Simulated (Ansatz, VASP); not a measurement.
Two plane-wave programs on Pd

```
Pd
1.0
     0.00000    1.97347    1.97347
     1.97347    0.00000    1.97347
     1.97347    1.97347    0.00000
Pd
1
Direct
  0.00000 0.00000 0.00000
```

Alike in both runs: task single point; functional PBE; k mesh 14 × 14 × 14; occupations fermi-dirac, width 0.03 eV; no spin polarisation.

```csv
,VASP,Ansatz
version,VASP 6.6.1,Ansatz 0.2.0
potentials or method,"VASP PAW PBE potentials, release 64 (Pd), cutoff 520 eV","plane waves (420 eV) with PAW, scalar-relativistic"
valence electrons in the cell,10,18
```

```csv
,VASP,Ansatz,Ansatz less VASP
pressure (GPa),-0.6,-0.4,+0.28
```

With one functional, cell and mesh, what is left measures potentials, basis and numerics. VASP's potentials hold 10 valence electrons a cell and Ansatz's 18, so a difference there can come from the potentials and not from the codes.
